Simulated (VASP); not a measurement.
# Si (Fd-3m) in VASP: notebook

Runs on Si. Level: PBEsol. Tasks: single point.

All numbers are computed with VASP 6.6.1; they aren't measurements. Logs are shortened: lines on timing, memory, paths and dates and some standing lists are left out, and cuts for length are marked.

**1. The cell of the first run**

The structure is cubic, space group Fd-3m (No. 227). Conventional cell: a = 5.276 Å, b = 5.276 Å, c = 5.276 Å, α = 90.00°, β = 90.00°, γ = 90.00°. Within 3.0 Å of Si (site symmetry -43m) lie 4 Si at 2.28 Å.

**2. Single point, PBEsol**

INCAR

```
SYSTEM = Si
PREC     = Accurate       ! precision mode
ENCUT    = 520            ! plane-wave cutoff, eV
EDIFF    = 1E-6           ! SCF threshold, eV
ISMEAR   = 0              ! smearing method
SIGMA    = 0.01           ! smearing width, eV
LREAL    = .False.        ! projectors in reciprocal space
LASPH    = .True.         ! aspherical terms in the spheres
NELM     = 60             ! most SCF steps
ALGO     = Normal         ! electronic algorithm
ISIF     = 2              ! what is computed and relaxed
LWAVE    = .False.        ! write WAVECAR
LCHARG   = .True.         ! write CHGCAR
GGA      = PS             ! functional
LELF     = .True.         ! ELF
LVHAR    = .True.       
NBANDS   = 11             ! bands
```

KPOINTS

```
regular mesh
0
Gamma
  8 8 8
  0 0 0
```

POSCAR

```
Si
1.0
    0.0000000000      2.6380907147      2.6380907147
    2.6380907147      0.0000000000      2.6380907147
    2.6380907147      2.6380907147      0.0000000000
Si
2
Direct
    0.2500000000      0.2500000000      0.2500000000
    0.0000000000      0.0000000000      0.0000000000
```

Potentials or basis: VASP PAW PBE potentials, release 64 (Si).

Run with:

```bash
$ cat potpaw_PBE.64/Si/POTCAR > POTCAR
$ mpirun -np 1 vasp_std > vasp.out
```

OUTCAR:

```text
SYSTEM = Si
   PREC = Accurate
   ENCUT = 520
   EDIFF = 1E-6
   ISMEAR = 0
   LREAL = .False.
   LASPH = .True.
   NELM = 60
   ISIF = 2
   GGA = PS

 ion  position               nearest neighbor table
   1  0.250  0.250  0.250-   2 2.28   2 2.28   2 2.28   2 2.28
   2  0.000  0.000  0.000-   1 2.28   1 2.28   1 2.28   1 2.28

  LATTYP: Found a face centered cubic cell.
 ALAT       =     5.2761814294

  Lattice vectors:

 A1 = (   0.0000000000,   2.6380907147,   2.6380907147)
 A2 = (   2.6380907147,   0.0000000000,   2.6380907147)
 A3 = (   2.6380907147,   2.6380907147,   0.0000000000)

Analysis of symmetry for initial positions (statically):
=====================================================================
 Subroutine PRICEL returns:
 Original cell was already a primitive cell.

 Routine SETGRP: Setting up the symmetry group for a
 face centered cubic supercell.

 Subroutine GETGRP returns: Found 48 space group operations
 (whereof 24 operations were pure point group operations)
 out of a pool of 48 trial point group operations.

The static configuration has the point symmetry T_d .
 The point group associated with its full space group is O_h .

Analysis of symmetry for dynamics (positions and initial velocities):
=====================================================================
 Subroutine PRICEL returns:
 Original cell was already a primitive cell.

 Routine SETGRP: Setting up the symmetry group for a
 face centered cubic supercell.

 Subroutine GETGRP returns: Found 48 space group operations
 (whereof 24 operations were pure point group operations)
 out of a pool of 48 trial point group operations.

The dynamic configuration has the point symmetry T_d .
 The point group associated with its full space group is O_h .

 Subroutine INISYM returns: Found 48 space group operations
 (whereof 24 operations are pure point group operations),
 and found     1 'primitive' translations

----------------------------------------------------------------------------------------

                                     Primitive cell

  volume of cell :      36.7197

  direct lattice vectors                    reciprocal lattice vectors
     0.000000000  2.638090715  2.638090715    -0.189531011  0.189531011  0.189531011
     2.638090715  0.000000000  2.638090715     0.189531011 -0.189531011  0.189531011
     2.638090715  2.638090715  0.000000000     0.189531011  0.189531011 -0.189531011

  length of vectors
     3.730823667  3.730823667  3.730823667     0.328277340  0.328277340  0.328277340

  position of ions in fractional coordinates (direct lattice)
     0.250000000  0.250000000  0.250000000
     0.000000000  0.000000000  0.000000000

  ion indices of the primitive-cell ions
   primitive index   ion index
                 1           1
                 2           2

----------------------------------------------------------------------------------------

 KPOINTS: regular mesh

Automatic generation of k-mesh.
 Grid dimensions read from file:
 generate k-points for:    8    8    8

 Generating k-lattice:

  Cartesian coordinates                     Fractional coordinates (reciprocal lattice)
    -0.023691376  0.023691376  0.023691376     0.125000000  0.000000000  0.000000000
     0.023691376 -0.023691376  0.023691376     0.000000000  0.125000000  0.000000000
     0.023691376  0.023691376 -0.023691376     0.000000000  0.000000000  0.125000000

  Length of vectors
     0.041034668  0.041034668  0.041034668

  Shift w.r.t. Gamma in fractional coordinates (k-lattice)
     0.000000000  0.000000000  0.000000000

 Subroutine IBZKPT returns following result:
 ===========================================

 Found     29 irreducible k-points:

 Following reciprocal coordinates:
            Coordinates               Weight
  0.000000  0.000000  0.000000      1.000000
  0.125000  0.000000  0.000000      8.000000
  0.250000  0.000000  0.000000      8.000000
  0.375000  0.000000  0.000000      8.000000
  0.500000  0.000000  0.000000      4.000000
  0.125000  0.125000  0.000000      6.000000
[... 16 lines left out ...]
  0.500000  0.250000  0.125000     48.000000
 -0.375000  0.250000  0.125000     24.000000
 [... further k-points ...]
   k-points           NKPTS =     29   k-points in BZ     NKDIM =     29   number of bands    NBANDS=     11
   number of dos      NEDOS =    301   number of ions     NIONS =      2
   total plane-waves  NPLWV =  21952
   dimension x,y,z NGX =    28 NGY =   28 NGZ =   28
   dimension x,y,z NGXF=    56 NGYF=   56 NGZF=   56
   ions per type =               2
   NGX,Y,Z   is equivalent  to a cutoff of  12.48, 12.48, 12.48 a.u.
   NGXF,Y,Z  is equivalent  to a cutoff of  24.95, 24.95, 24.95 a.u.
 SYSTEM =  Si
   PREC   = accura    normal or accurate (medium, high low for compatibility)
   ISTART =      0    job   : 0-new  1-cont  2-samecut
   ICHARG =      2    charge: 1-file 2-atom 10-const
   ISPIN  =      1    spin polarized calculation?
   LNONCOLLINEAR =      F non collinear calculations
   LSORBIT =      F    spin-orbit coupling
   LASPH  =      T    aspherical Exc in radial PAW
   ENCUT  =  520.0 eV  38.22 Ry    6.18 a.u.   6.94  6.94  6.94*2*pi/ulx,y,z
   NELM   =     60;   NELMIN=  2; NELMDL= -5     # of ELM steps
   EDIFF  = 0.1E-05   stopping-criterion for ELM
   LREAL  =      F    real-space projection
   EDIFFG = 0.1E-04   stopping-criterion for IOM
   NSW    =      0    number of steps for IOM
   IBRION =     -1    ionic relax: 0-MD 1-quasi-New 2-CG
   NFREE  =      0    steps in history (QN), initial steepest desc. (CG)
   ISIF   =      2    stress and relaxation
   ISYM   =      2    0-nonsym 1-usesym 2-fastsym
   POTIM  = 0.5000    time-step for ionic-motion
   TEBEG  =    0.0;   TEEND  =   0.0 temperature during run
   PSTRESS=    0.0 pullay stress
   NELECT =       8.0000    total number of electrons
   NUPDOWN=      -1.0000    fix difference up-down
   EMIN   =  10.00;   EMAX   =-10.00  energy-range for DOS
   EFERMI =   0.00;   METHOD = LEGACY
   ISMEAR =     0;   SIGMA  =   0.01  broadening in eV -4-tet -1-fermi 0-gaus
   EFERMI_NEDOS =   21; number of points for ismear=-14 and -15
   IALGO  =     38    algorithm
   IMIX   =      4    mixing-type and parameters
     AMIX     =   0.40;   BMIX     =  1.00
     AMIX_MAG =   1.60;   BMIX_MAG =  1.00
  volume/ion in A,a.u.               =      18.36       123.90
  Fermi-wavevector in a.u.,A,eV,Ry     =   0.985081  1.861532 13.202873  0.970384
  Thomas-Fermi vector in A             =   2.116361
   LORBIT       =      0    0 simple, 1 ext, 2 COOP (PROOUT), +10 PAW based schemes
   GGA     = PS    functional components
   LHFCALC =     F    Hartree Fock is set to
   AEXX    =    0.0000 exact exchange contribution
   IVDW    =     0    specifies the selected vdW correction
   LEPSILON=     F    determine dielectric tensor
   LRPA    =     F    only Hartree local field effects (RPA)
 non-spin polarized calculation
 Gauss-broadening in eV      SIGMA  =   0.01
  energy-cutoff  :      520.00
  volume of cell :       36.72
 maximum number of plane-waves:       999
   NGX = 13   NGY = 13   NGZ = 13

 number of electron       7.9999999 magnetization

 Free energy of the ion-electron system (eV)
  ---------------------------------------------------
  ext. energy  EPLUGINS =         0.00000000
  ---------------------------------------------------
  free energy    TOTEN  =       -11.38848653 eV

  energy without entropy =      -11.38848653  energy(sigma->0) =      -11.38848653

 E-fermi :   6.7795     XC(G=0):  -9.8886

 val. band max:        6.7045532617   @ k =   0.0000   0.0000   0.0000
 cond. band min:       7.0553872172   @ k =   0.3750   0.3750   0.0000
 fundamental gap:      0.3508339554
 Fermi energy:         6.7795430492

 k-point     1 :       0.0000    0.0000    0.0000
  band No.  band energies     occupation
      1      -5.9073      2.00000
      2       6.7046      2.00000
      3       6.7046      2.00000
      4       6.7046      2.00000
      5       9.2506      0.00000
      6       9.2506      0.00000
      7       9.2506      0.00000
      8      11.0449      0.00000
      9      14.4330      0.00000
     10      14.4330      0.00000
     11      14.7792      0.00000

 k-point     2 :       0.1250    0.0000    0.0000
  band No.  band energies     occupation
      1      -5.6867      2.00000
      2       5.0480      2.00000
      3       6.3856      2.00000
      4       6.3856      2.00000
      5       9.3615      0.00000
      6       9.7163      0.00000
      7       9.7163      0.00000
      8      12.2127      0.00000
      9      13.8921      0.00000
     10      13.8921      0.00000
     11      15.6298      0.00000

 k-point     3 :       0.2500    0.0000    0.0000
  band No.  band energies     occupation
      1      -5.0407      2.00000
      2       2.5729      2.00000
      3       5.8820      2.00000
      4       5.8820      2.00000
      5       8.9533      0.00000
      6      10.2232      0.00000
      7      10.2232      0.00000
      8      13.8686      0.00000
      9      13.8686      0.00000
     10      14.2548      0.00000
     11      15.8262      0.00000

 k-point     4 :       0.3750    0.0000    0.0000
  band No.  band energies     occupation
      1      -4.0582      2.00000
      2       0.3932      2.00000
      3       5.5402      2.00000
      4       5.5402      2.00000
      5       8.6019      0.00000
      6      10.0720      0.00000
      7      10.0720      0.00000
      8      14.5475      0.00000
      9      15.4111      0.00000
     10      15.4111      0.00000
     11      17.0937      0.00000
[... 239 lines left out ...]
 k-point    22 :       0.3750    0.2500    0.1250
  band No.  band energies     occupation
      1      -4.4673      2.00000
      2       2.3137      2.00000
      3       3.7015      2.00000
      4       5.1540      2.00000
      5       9.0955      0.00000
      6      10.6478      0.00000
      7      10.9443      0.00000
      8      12.4155      0.00000
      9      14.7441      0.00000
     10      17.6218      0.00000
     11      18.1704      0.00000

 k-point    23 :       0.5000    0.2500    0.1250
  band No.  band energies     occupation
      1      -3.4921      2.00000
      2       0.6099      2.00000
      3       3.0830      2.00000
      4       4.5821      2.00000
      5       9.5240      0.00000
      6      10.2797      0.00000
      7      11.8095      0.00000
      8      12.8459      0.00000
      9      16.0392      0.00000
     10      16.8035      0.00000
     11      18.9850      0.00000

 k-point    24 :      -0.3750    0.2500    0.1250
  band No.  band energies     occupation
      1      -2.7500      2.00000
      2      -0.4594      2.00000
      3       2.9692      2.00000
      4       4.3193      2.00000
      5       9.6713      0.00000
      6       9.8708      0.00000
      7      12.8052      0.00000
      8      13.9989      0.00000
      9      14.3990      0.00000
     10      17.4833      0.00000
     11      18.9684      0.00000

 [... further k-points ...]
[... 5 lines left out ...]
  --------------------------------------------------------------------------------------
  -------------------------------------------------------------------------------------
  Total        2.3217379      2.3217379      2.3217379     -0.0000000     -0.0000000     -0.0000000
  in kB      101.3035348    101.3035348    101.3035348     -0.0000000     -0.0000000     -0.0000000
  external PRESSURE =     101.3035348 kB  Pullay stress =       0.0000000 kB

 VOLUME and BASIS-vectors are now :
 -----------------------------------------------------------------------------
  energy-cutoff  :      520.00
  volume of cell :       36.72
      direct lattice vectors                 reciprocal lattice vectors
     0.000000000  2.638090715  2.638090715    -0.189531011  0.189531011  0.189531011
     2.638090715  0.000000000  2.638090715     0.189531011 -0.189531011  0.189531011
     2.638090715  2.638090715  0.000000000     0.189531011  0.189531011 -0.189531011

 POSITION                                       TOTAL-FORCE (eV/Angst)
 -----------------------------------------------------------------------------------
      1.31905      1.31905      1.31905        -0.000000     -0.000000     -0.000000
      0.00000      0.00000      0.00000         0.000000      0.000000      0.000000
 -----------------------------------------------------------------------------------
    total drift:                                0.000000      0.000000     -0.000000

  FREE ENERGIE OF THE ION-ELECTRON SYSTEM (eV)
  ---------------------------------------------------
  free  energy   TOTEN  =       -11.3884865320 eV

  energy  without entropy=      -11.3884865320  energy(sigma->0) =      -11.38848653
```

Run time: 4.8 s. Hardware: 1 thread of Intel Xeon 6975P-C (Granite Rapids), shared host; peak memory 0.14 GiB.

What came out:

* Free energy: -11.3885 eV
* Pressure: 10.1 GPa
* Band gap on the k mesh: 0.35 eV, indirect (least direct gap 2.55 eV)

Levels at points of the mesh, in eV from the valence-band top:
```csv
k point,band 1,band 2,band 3,band 4,band 5,band 6,band 7,band 8,band 9
"(0.00, 0.00, 0.00)",-12.61,0.00,0.00,0.00,2.55,2.55,2.55,4.34,7.73
"(0.50, 0.00, 0.00)",-10.03,-7.45,-1.28,-1.28,1.77,3.22,3.22,7.62,10.73
"(0.50, 0.50, 0.00)",-8.13,-8.13,-3.11,-3.11,0.40,0.40,10.82,10.82,11.21
```

Caveat: the PAW data sets were made with another functional, which shifts forces and pressure a little. A k mesh can miss the band edges.

**3. Single point, PBEsol**

This run uses another cell than the first one, of 17.72 Å³/atom, 0.965 times its volume.

INCAR

```
ALGO = Normal
EDIFF = 1E-7
ENCUT = 520
GGA = PS
ISIF = 2
ISMEAR = 0
LASPH = True
LCHARG = False
LREAL = False
LWAVE = False
NBANDS = 11
NELM = 60
PREC = Accurate
SIGMA = 0.01
```

KPOINTS

```
k-points
0
Gamma
  8 8 8
```

POSCAR

```
Si
1.0
    0.0000000000      2.6073048143      2.6073048143
    2.6073048143      0.0000000000      2.6073048143
    2.6073048143      2.6073048143      0.0000000000
Si
2
Direct
    0.2500000000      0.2500000000      0.2500000000
    0.0000000000      0.0000000000      0.0000000000
```

Potentials or basis: VASP PAW PBE potentials, release 64 (Si).

Run with:

```bash
$ cat potpaw_PBE.64/Si/POTCAR > POTCAR
$ mpirun -np 1 vasp_std > vasp.out
```

Run time: 4.8 s. Hardware: 1 thread of Intel Xeon 6975P-C (Granite Rapids), shared host; peak memory 0.15 GiB.

The run converged. Its results:

```yaml
Free_energy: -11.2887 eV
Pressure: 15.2 GPa
Band_gap_on_the_k_mesh: 0.28 eV, indirect (least direct gap 2.56 eV)
```

Levels at points of the mesh, in eV from the valence-band top:
```
           k point  band 1  band 2  band 3  band 4  band 5  band 6  band 7  band 8  band 9
(0.00, 0.00, 0.00)  -12.88    0.00    0.00    0.00    2.56    2.56    2.56    4.77    7.74
(0.50, 0.00, 0.00)  -10.20   -7.64   -1.31   -1.31    1.90    3.19    3.19    7.65   10.82
(0.50, 0.50, 0.00)   -8.26   -8.26   -3.21   -3.21    0.32    0.32   11.14   11.14   11.33
```

Caveat: the PAW data sets were made with another functional, which shifts forces and pressure a little. A k mesh can miss the band edges.

**4. Single point, PBEsol**

This run uses another cell than the first one, of 19.28 Å³/atom, 1.050 times its volume.

INCAR

```
PREC = Accurate
ENCUT = 520
EDIFF = 1E-6
ISMEAR = 0
SIGMA = 0.01
LREAL = F
LASPH = T
NELM = 100
ALGO = Normal
ISIF = 2
LWAVE = F
LCHARG = T
GGA = PS
LELF = T
LVHAR = T
NBANDS = 11
```

KPOINTS

```
regular mesh
0
Gamma
  8 8 8
```

POSCAR

```
Si
1.0
    0.0000000000      2.6813629223      2.6813629223
    2.6813629223      0.0000000000      2.6813629223
    2.6813629223      2.6813629223      0.0000000000
Si
2
Direct
    0.2500000000      0.2500000000      0.2500000000
    0.0000000000      0.0000000000      0.0000000000
```

Potentials or basis: VASP PAW PBE potentials, release 64 (Si).

Run with:

```bash
$ cat potpaw_PBE.64/Si/POTCAR > POTCAR
$ mpirun -np 1 vasp_std > vasp.out
```

OUTCAR:

```text
PREC = Accurate
   ENCUT = 520
   EDIFF = 1E-6
   ISMEAR = 0
   LREAL = F
   LASPH = T
   NELM = 100
   ISIF = 2
   GGA = PS

 ion  position               nearest neighbor table
   1  0.250  0.250  0.250-   2 2.32   2 2.32   2 2.32   2 2.32
   2  0.000  0.000  0.000-   1 2.32   1 2.32   1 2.32   1 2.32

  LATTYP: Found a face centered cubic cell.
 ALAT       =     5.3627258446

  Lattice vectors:

 A1 = (   0.0000000000,   2.6813629223,   2.6813629223)
 A2 = (   2.6813629223,   0.0000000000,   2.6813629223)
 A3 = (   2.6813629223,   2.6813629223,   0.0000000000)
[... 513 lines left out ...]
      6       9.2578      0.00000
      7      12.1518      0.00000
      8      13.3223      0.00000
      9      13.6694      0.00000
     10      16.7953      0.00000
     11      18.0791      0.00000

 [... further k-points ...]
[... 5 lines left out ...]
  --------------------------------------------------------------------------------------
  -------------------------------------------------------------------------------------
  Total        1.0010121      1.0010121      1.0010121     -0.0000000      0.0000000      0.0000000
  in kB       41.5961489     41.5961489     41.5961489     -0.0000000      0.0000000      0.0000000
  external PRESSURE =      41.5961489 kB  Pullay stress =       0.0000000 kB

 VOLUME and BASIS-vectors are now :
 -----------------------------------------------------------------------------
  energy-cutoff  :      520.00
  volume of cell :       38.56
      direct lattice vectors                 reciprocal lattice vectors
     0.000000000  2.681362922  2.681362922    -0.186472333  0.186472333  0.186472333
     2.681362922  0.000000000  2.681362922     0.186472333 -0.186472333  0.186472333
     2.681362922  2.681362922  0.000000000     0.186472333  0.186472333 -0.186472333

 POSITION                                       TOTAL-FORCE (eV/Angst)
 -----------------------------------------------------------------------------------
      1.34068      1.34068      1.34068        -0.000000     -0.000000     -0.000000
      0.00000      0.00000      0.00000         0.000000      0.000000      0.000000
 -----------------------------------------------------------------------------------
    total drift:                                0.000000      0.000000      0.000000

  FREE ENERGIE OF THE ION-ELECTRON SYSTEM (eV)
  ---------------------------------------------------
  free  energy   TOTEN  =       -11.4690662020 eV

  energy  without entropy=      -11.4690662020  energy(sigma->0) =      -11.46906620
```

stdout:

```text
POSCAR found type information on POSCAR Si
 POSCAR found :  1 types and       2 ions
 scaLAPACK will be used
 -----------------------------------------------------------------------------
|                                                                             |
|                                                                             |
|     You enforced a specific xc type in the INCAR file but a different       |
|     I HOPE YOU KNOW WHAT YOU ARE DOING!                                     |
|                                                                             |
 -----------------------------------------------------------------------------

 LDA part: xc-table for (Slater+PW92), standard interpolation
 POSCAR, INCAR and KPOINTS ok, starting setup
 FFT: planning ... GRIDC
 FFT: planning ... GRID_SOFT
 FFT: planning ... GRID
 WAVECAR not read
 entering main loop
```

It took 4.5 s on 1 thread of Intel Xeon 6975P-C (Granite Rapids), shared host; peak memory 0.15 GiB.

Results:

* Free energy: -11.4691 eV
* Pressure: 4.2 GPa
* Band gap on the k mesh: 0.44 eV, indirect (least direct gap 2.53 eV)

Caveat: the PAW data sets were made with another functional, which shifts forces and pressure a little. A k mesh can miss the band edges.

(Part 1 of 2 ends here.)
